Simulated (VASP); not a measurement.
Here is a VASP 6.6.1 calculation.

The input INCAR:

```
SYSTEM = SrO
ALGO = Normal
EDIFF = 1E-7
EDIFFG = -0.002
ENCUT = 600
GGA = PS
GGA_COMPAT = .FALSE.
IBRION = 2
ISIF = 3
ISMEAR = 0
LASPH = .TRUE.
LCHARG = .FALSE.
LREAL = .FALSE.
LWAVE = .FALSE.
NELM = 120
NELMIN = 4
NSW = 100
PREC = Accurate
PSTRESS = 70.0
SIGMA = 0.01
```

The input KPOINTS:

```
k-points
0
G
  8 8 8
  0 0 0
```

File POSCAR:

```
SrO
1.0
    2.5614438832      2.5614438832      0.0000000000
   -2.5614438832      2.5614438832      0.0000000000
    0.0000000000      2.5614438832      2.5614438832
Sr O
1 1
Direct
    0.5000000000      0.5000000000      0.0000000000
    0.0000000000      0.0000000000      0.0000000000
```

Potentials or basis: VASP PAW PBE potentials, release 64 (Sr_sv, O).

Launch:

```console
$ cat potpaw_PBE.64/Sr_sv/POTCAR potpaw_PBE.64/O/POTCAR > POTCAR
$ mpirun -np 1 vasp_std > vasp.out
```

Q: What does it give for the relaxed volume?

A: 15.84 Å³/atom.

Q: Estimate the band gap on the k mesh.

A: 3.09 eV (least direct gap 3.12 eV).

Q: What does it give for the space group after relaxing (to 0.1 Å)?

A: Fm-3m (No. 225).

Q: Estimate the relaxed cell.

A: a = 3.552 Å, b = 3.552 Å, c = 3.552 Å, α = 60.00°, β = 60.00°, γ = 90.00°.

Final structure:
```cif
data_structure
_symmetry_space_group_name_H-M 'P 1'
_symmetry_Int_Tables_number 1
_cell_length_a 3.5520
_cell_length_b 3.5520
_cell_length_c 3.5520
_cell_angle_alpha 60.000
_cell_angle_beta 60.000
_cell_angle_gamma 90.000
_cell_volume 31.69
loop_
_atom_site_label
_atom_site_type_symbol
_atom_site_fract_x
_atom_site_fract_y
_atom_site_fract_z
_atom_site_occupancy
Sr1 Sr 0.50000 0.50000 0.00000 1
O1 O 0.00000 0.00000 0.00000 1
```

Caveat: the cell is relaxed towards a set pressure, so the run minimises the enthalpy, not the energy; the PAW data sets were made with another functional, which shifts forces and pressure a little. A k mesh can miss the band edges.
